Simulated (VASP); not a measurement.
# InSb (F-43m) in VASP: single point with PBE

Aim: the single point of InSb with PBE.

All numbers are computed with VASP 6.6.1; they aren't measurements. Logs are shortened: lines on timing, memory, paths and dates and some standing lists are left out, and cuts for length are marked.

### 1 The cell of the first run

Symmetry: F-43m, No. 216, cubic system. Conventional cell: a = 6.443 Å, b = 6.443 Å, c = 6.443 Å, α = 90.00°, β = 90.00°, γ = 90.00°. In (site symmetry -43m) has 4 Sb at 2.79 Å within 3.7 Å. Within 3.7 Å of Sb (site symmetry -43m) lie 4 In at 2.79 Å.

### 2 Single point, PBE

INCAR

```
ALGO = Normal
EDIFF = 1E-7
ENCUT = 520
GGA = PE
ISIF = 2
ISMEAR = 0
LASPH = T
LCHARG = F
LREAL = F
LWAVE = F
NBANDS = 16
NELM = 100
PREC = Accurate
SIGMA = 0.05
```

KPOINTS

```
k-points
0
Gamma
  6 6 6
```

POSCAR

```
InSb
1.0
    0.0000000000      3.2216145021      3.2216145021
    3.2216145021      0.0000000000      3.2216145021
    3.2216145021      3.2216145021      0.0000000000
In Sb
1 1
Direct
    0.0000000000      0.0000000000      0.0000000000
    0.2500000000      0.2500000000      0.2500000000
```

Potentials or basis: VASP PAW PBE potentials, release 64 (In_d, Sb).

Run with:

```console
cat potpaw_PBE.64/In_d/POTCAR potpaw_PBE.64/Sb/POTCAR > POTCAR
mpirun -np 1 vasp_std > vasp.out
```

OUTCAR:

```text
EDIFF = 1E-7
   ENCUT = 520
   GGA = PE
   ISIF = 2
   ISMEAR = 0
   LASPH = T
   LREAL = F
   NELM = 100
   PREC = Accurate

 ion  position               nearest neighbor table
   1  0.000  0.000  0.000-   2 2.79   2 2.79   2 2.79   2 2.79
   2  0.250  0.250  0.250-   1 2.79   1 2.79   1 2.79   1 2.79

  LATTYP: Found a face centered cubic cell.
 ALAT       =     6.4432290042

  Lattice vectors:

 A1 = (   0.0000000000,   3.2216145021,   3.2216145021)
 A2 = (   3.2216145021,   0.0000000000,   3.2216145021)
 A3 = (   3.2216145021,   3.2216145021,   0.0000000000)

Analysis of symmetry for initial positions (statically):
=====================================================================
 Subroutine PRICEL returns:
 Original cell was already a primitive cell.

 Routine SETGRP: Setting up the symmetry group for a
 face centered cubic supercell.

 Subroutine GETGRP returns: Found 24 space group operations
 (whereof 24 operations were pure point group operations)
 out of a pool of 48 trial point group operations.

The static configuration has the point symmetry T_d .

Analysis of symmetry for dynamics (positions and initial velocities):
=====================================================================
 Subroutine PRICEL returns:
 Original cell was already a primitive cell.

 Routine SETGRP: Setting up the symmetry group for a
 face centered cubic supercell.

 Subroutine GETGRP returns: Found 24 space group operations
 (whereof 24 operations were pure point group operations)
 out of a pool of 48 trial point group operations.

The dynamic configuration has the point symmetry T_d .

 Subroutine INISYM returns: Found 24 space group operations
 (whereof 24 operations are pure point group operations),
 and found     1 'primitive' translations

----------------------------------------------------------------------------------------

                                     Primitive cell

  volume of cell :      66.8730

  direct lattice vectors                    reciprocal lattice vectors
     0.000000000  3.221614502  3.221614502    -0.155201685  0.155201685  0.155201685
     3.221614502  0.000000000  3.221614502     0.155201685 -0.155201685  0.155201685
     3.221614502  3.221614502  0.000000000     0.155201685  0.155201685 -0.155201685

  length of vectors
     4.556050922  4.556050922  4.556050922     0.268817204  0.268817204  0.268817204

  position of ions in fractional coordinates (direct lattice)
     0.000000000  0.000000000  0.000000000
     0.250000000  0.250000000  0.250000000

  ion indices of the primitive-cell ions
   primitive index   ion index
                 1           1
                 2           2

----------------------------------------------------------------------------------------

 KPOINTS: k-points

Automatic generation of k-mesh.
 Grid dimensions read from file:
 generate k-points for:    6    6    6

 Generating k-lattice:

  Cartesian coordinates                     Fractional coordinates (reciprocal lattice)
    -0.025866948  0.025866948  0.025866948     0.166666667  0.000000000  0.000000000
     0.025866948 -0.025866948  0.025866948     0.000000000  0.166666667  0.000000000
     0.025866948  0.025866948 -0.025866948     0.000000000  0.000000000  0.166666667

  Length of vectors
     0.044802867  0.044802867  0.044802867

  Shift w.r.t. Gamma in fractional coordinates (k-lattice)
     0.000000000  0.000000000  0.000000000

 Subroutine IBZKPT returns following result:
 ===========================================

 Found     16 irreducible k-points:

 Following reciprocal coordinates:
            Coordinates               Weight
  0.000000  0.000000  0.000000      1.000000
  0.166667  0.000000  0.000000      8.000000
  0.333333  0.000000  0.000000      8.000000
  0.500000  0.000000  0.000000      4.000000
  0.166667  0.166667  0.000000      6.000000
  0.333333  0.166667  0.000000     24.000000
[... 8 lines left out ...]
 -0.333333  0.333333  0.166667     24.000000
 -0.333333  0.500000  0.166667     12.000000
   k-points           NKPTS =     16   k-points in BZ     NKDIM =     16   number of bands    NBANDS=     16
   number of dos      NEDOS =    301   number of ions     NIONS =      2
   total plane-waves  NPLWV =  46656
   dimension x,y,z NGX =    36 NGY =   36 NGZ =   36
   dimension x,y,z NGXF=    72 NGYF=   72 NGZF=   72
   ions per type =               1   1
   NGX,Y,Z   is equivalent  to a cutoff of  13.14, 13.14, 13.14 a.u.
   NGXF,Y,Z  is equivalent  to a cutoff of  26.27, 26.27, 26.27 a.u.
 SYSTEM =  unknown system
   PREC   = accura    normal or accurate (medium, high low for compatibility)
   ISTART =      0    job   : 0-new  1-cont  2-samecut
   ICHARG =      2    charge: 1-file 2-atom 10-const
   ISPIN  =      1    spin polarized calculation?
   LNONCOLLINEAR =      F non collinear calculations
   LSORBIT =      F    spin-orbit coupling
   LASPH  =      T    aspherical Exc in radial PAW
   ENCUT  =  520.0 eV  38.22 Ry    6.18 a.u.   8.47  8.47  8.47*2*pi/ulx,y,z
   NELM   =    100;   NELMIN=  2; NELMDL= -5     # of ELM steps
   EDIFF  = 0.1E-06   stopping-criterion for ELM
   LREAL  =      F    real-space projection
   EDIFFG = 0.1E-05   stopping-criterion for IOM
   NSW    =      0    number of steps for IOM
   IBRION =     -1    ionic relax: 0-MD 1-quasi-New 2-CG
   NFREE  =      0    steps in history (QN), initial steepest desc. (CG)
   ISIF   =      2    stress and relaxation
   ISYM   =      2    0-nonsym 1-usesym 2-fastsym
   POTIM  = 0.5000    time-step for ionic-motion
   TEBEG  =    0.0;   TEEND  =   0.0 temperature during run
   PSTRESS=    0.0 pullay stress
   NELECT =      18.0000    total number of electrons
   NUPDOWN=      -1.0000    fix difference up-down
   EMIN   =  10.00;   EMAX   =-10.00  energy-range for DOS
   EFERMI =   0.00;   METHOD = LEGACY
   ISMEAR =     0;   SIGMA  =   0.05  broadening in eV -4-tet -1-fermi 0-gaus
   EFERMI_NEDOS =   21; number of points for ismear=-14 and -15
   IALGO  =     38    algorithm
   IMIX   =      4    mixing-type and parameters
     AMIX     =   0.40;   BMIX     =  1.00
     AMIX_MAG =   1.60;   BMIX_MAG =  1.00
  volume/ion in A,a.u.               =      33.44       225.64
  Fermi-wavevector in a.u.,A,eV,Ry     =   1.057017  1.997473 15.201593  1.117286
  Thomas-Fermi vector in A             =   2.192275
   LORBIT       =      0    0 simple, 1 ext, 2 COOP (PROOUT), +10 PAW based schemes
   GGA     = PE    functional components
   LHFCALC =     F    Hartree Fock is set to
   AEXX    =    0.0000 exact exchange contribution
   IVDW    =     0    specifies the selected vdW correction
   LEPSILON=     F    determine dielectric tensor
   LRPA    =     F    only Hartree local field effects (RPA)
 non-spin polarized calculation
 Gauss-broadening in eV      SIGMA  =   0.05
  energy-cutoff  :      520.00
  volume of cell :       66.87
 maximum number of plane-waves:      1820
 NGX is ok and might be reduce to    36
   NGX = 17   NGY = 17   NGZ = 17

 number of electron      17.9999997 magnetization

 Free energy of the ion-electron system (eV)
  ---------------------------------------------------
  ext. energy  EPLUGINS =         0.00000000
  ---------------------------------------------------
  free energy    TOTEN  =        -6.85900721 eV

  energy without entropy =       -6.85864923  energy(sigma->0) =       -6.85882822

 E-fermi :   5.3060     XC(G=0):  -8.7529

 val. band max:        5.2907080264   @ k =   0.0000   0.0000   0.0000
 cond. band min:       5.8553450552   @ k =   0.5000   0.0000   0.0000
 fundamental gap:      0.5646370288
 Fermi energy:         5.3059662038

 k-point     1 :       0.0000    0.0000    0.0000
  band No.  band energies     occupation
      1      -9.3585      2.00000
      2      -9.3585      2.00000
      3      -9.3585      2.00000
      4      -9.2688      2.00000
      5      -9.2688      2.00000
      6      -5.5346      2.00000
[... 8 lines left out ...]
     15      13.6004      0.00000
     16      13.6004      0.00000

 k-point     2 :       0.1667    0.0000    0.0000
  band No.  band energies     occupation
      1      -9.3714      2.00000
      2      -9.3527      2.00000
      3      -9.3527      2.00000
      4      -9.2692      2.00000
      5      -9.2692      2.00000
      6      -5.2792      2.00000
[... 8 lines left out ...]
     15      12.6158      0.00000
     16      12.6158      0.00000

 k-point     3 :       0.3333    0.0000    0.0000
  band No.  band energies     occupation
      1      -9.3967      2.00000
      2      -9.3426      2.00000
      3      -9.3426      2.00000
      4      -9.2684      2.00000
      5      -9.2684      2.00000
      6      -4.6158      2.00000
[... 8 lines left out ...]
     15      13.0466      0.00000
     16      13.0466      0.00000

 k-point     4 :       0.5000    0.0000    0.0000
  band No.  band energies     occupation
      1      -9.4091      2.00000
      2      -9.3385      2.00000
      3      -9.3385      2.00000
      4      -9.2670      2.00000
      5      -9.2670      2.00000
      6      -4.1243      2.00000
[... 8 lines left out ...]
     15      14.5211      0.00000
     16      14.5211      0.00000

 k-point     5 :       0.1667    0.1667    0.0000
  band No.  band energies     occupation
      1      -9.3818      2.00000
      2      -9.3470      2.00000
      3      -9.3470      2.00000
      4      -9.2732      2.00000
      5      -9.2664      2.00000
      6      -5.1927      2.00000
[... 8 lines left out ...]
     15      12.7306      0.00000
     16      13.8794      0.00000

 k-point     6 :       0.3333    0.1667    0.0000
  band No.  band energies     occupation
      1      -9.4027      2.00000
      2      -9.3381      2.00000
      3      -9.3361      2.00000
      4      -9.2758      2.00000
      5      -9.2649      2.00000
      6      -4.6515      2.00000
[... 8 lines left out ...]
     15      13.6534      0.00000
     16      13.9978      0.00000

 k-point     7 :       0.5000    0.1667    0.0000
  band No.  band energies     occupation
      1      -9.4152      2.00000
      2      -9.3342      2.00000
      3      -9.3312      2.00000
      4      -9.2728      2.00000
      5      -9.2657      2.00000
      6      -4.0104      2.00000
[... 8 lines left out ...]
     15      14.3773      0.00000
     16      14.6158      0.00000

 k-point     8 :      -0.3333    0.1667    0.0000
  band No.  band energies     occupation
      1      -9.4095      2.00000
      2      -9.3355      2.00000
      3      -9.3354      2.00000
      4      -9.2700      2.00000
      5      -9.2687      2.00000
      6      -4.1925      2.00000
[... 8 lines left out ...]
     15      13.1762      0.00000
     16      14.4982      0.00000

 k-point     9 :      -0.1667    0.1667    0.0000
  band No.  band energies     occupation
      1      -9.3895      2.00000
      2      -9.3463      2.00000
      3      -9.3422      2.00000
      4      -9.2717      2.00000
      5      -9.2676      2.00000
      6      -4.8796      2.00000
[... 8 lines left out ...]
     15      13.1423      0.00000
     16      13.5517      0.00000

 k-point    10 :       0.3333    0.3333    0.0000
  band No.  band energies     occupation
      1      -9.4240      2.00000
      2      -9.3236      2.00000
      3      -9.3236      2.00000
      4      -9.2839      2.00000
      5      -9.2617      2.00000
      6      -4.2717      2.00000
[... 8 lines left out ...]
     15      14.6900      0.00000
     16      15.5897      0.00000

 k-point    11 :       0.5000    0.3333    0.0000
  band No.  band energies     occupation
      1      -9.4331      2.00000
      2      -9.3203      2.00000
      3      -9.3176      2.00000
      4      -9.2840      2.00000
      5      -9.2620      2.00000
      6      -3.7075      2.00000
[... 8 lines left out ...]
     15      14.9806      0.00000
     16      15.6527      0.00000

 k-point    12 :      -0.3333    0.3333    0.0000
  band No.  band energies     occupation
      1      -9.4247      2.00000
      2      -9.3274      2.00000
      3      -9.3227      2.00000
      4      -9.2764      2.00000
      5      -9.2671      2.00000
      6      -3.6621      2.00000
[... 8 lines left out ...]
     15      13.1004      0.00000
     16      16.3690      0.00000

 k-point    13 :       0.5000    0.5000    0.0000
  band No.  band energies     occupation
      1      -9.4436      2.00000
      2      -9.3115      2.00000
      3      -9.3115      2.00000
      4      -9.2898      2.00000
      5      -9.2593      2.00000
      6      -3.4920      2.00000
[... 8 lines left out ...]
     15      15.5314      0.00000
     16      15.9418      0.00000

 k-point    14 :       0.5000    0.3333    0.1667
  band No.  band energies     occupation
      1      -9.4188      2.00000
      2      -9.3313      2.00000
      3      -9.3254      2.00000
      4      -9.2779      2.00000
      5      -9.2648      2.00000
      6      -4.0718      2.00000
[... 8 lines left out ...]
     15      14.1905      0.00000
     16      15.6305      0.00000

 k-point    15 :      -0.3333    0.3333    0.1667
  band No.  band energies     occupation
      1      -9.4244      2.00000
      2      -9.3303      2.00000
      3      -9.3204      2.00000
      4      -9.2762      2.00000
      5      -9.2669      2.00000
      6      -3.6613      2.00000
[... 8 lines left out ...]
     15      14.9761      0.00000
     16      15.4473      0.00000

 k-point    16 :      -0.3333    0.5000    0.1667
  band No.  band energies     occupation
      1      -9.4337      2.00000
      2      -9.3233      2.00000
      3      -9.3139      2.00000
      4      -9.2823      2.00000
      5      -9.2640      2.00000
      6      -3.4621      2.00000
[... 8 lines left out ...]
     15      15.1543      0.00000
     16      15.8471      0.00000

------------------------ aborting loop because EDIFF is reached ----------------------------------------

  FORCE on cell =-STRESS in cart. coord.  units (eV):
  Direction    XX          YY          ZZ          XY          YZ          ZX
  --------------------------------------------------------------------------------------
  -------------------------------------------------------------------------------------
  Total        1.7003711      1.7003711      1.7003711      0.0000000      0.0000000     -0.0000000
  in kB       40.7383646     40.7383646     40.7383646      0.0000000      0.0000000     -0.0000000
  external PRESSURE =      40.7383646 kB  Pullay stress =       0.0000000 kB

 VOLUME and BASIS-vectors are now :
 -----------------------------------------------------------------------------
  energy-cutoff  :      520.00
  volume of cell :       66.87
      direct lattice vectors                 reciprocal lattice vectors
     0.000000000  3.221614502  3.221614502    -0.155201685  0.155201685  0.155201685
     3.221614502  0.000000000  3.221614502     0.155201685 -0.155201685  0.155201685
     3.221614502  3.221614502  0.000000000     0.155201685  0.155201685 -0.155201685

 POSITION                                       TOTAL-FORCE (eV/Angst)
 -----------------------------------------------------------------------------------
      0.00000      0.00000      0.00000        -0.000000      0.000000      0.000000
      1.61081      1.61081      1.61081         0.000000     -0.000000     -0.000000
 -----------------------------------------------------------------------------------
    total drift:                               -0.000000     -0.000000     -0.000000

  FREE ENERGIE OF THE ION-ELECTRON SYSTEM (eV)
  ---------------------------------------------------
  free  energy   TOTEN  =        -6.8590072087 eV

  energy  without entropy=       -6.8586492298  energy(sigma->0) =       -6.85882822
```

Wall time 59 s (1 thread of Intel Xeon 8259CL, shared host); peak memory 0.21 GiB.

Results:

```
Free energy            : -6.8590 eV
Pressure               : 4.1 GPa
Band gap on the k mesh : zero (filled and empty bands touch)
```

Caveat: the cell stands under pressure; semilocal functionals underestimate gaps, and a narrow one can read as zero; spin-orbit coupling is left out, which moves the levels of the heavy elements.

The gap in the log of VASP goes by the Fermi energy; the results here count the filled bands.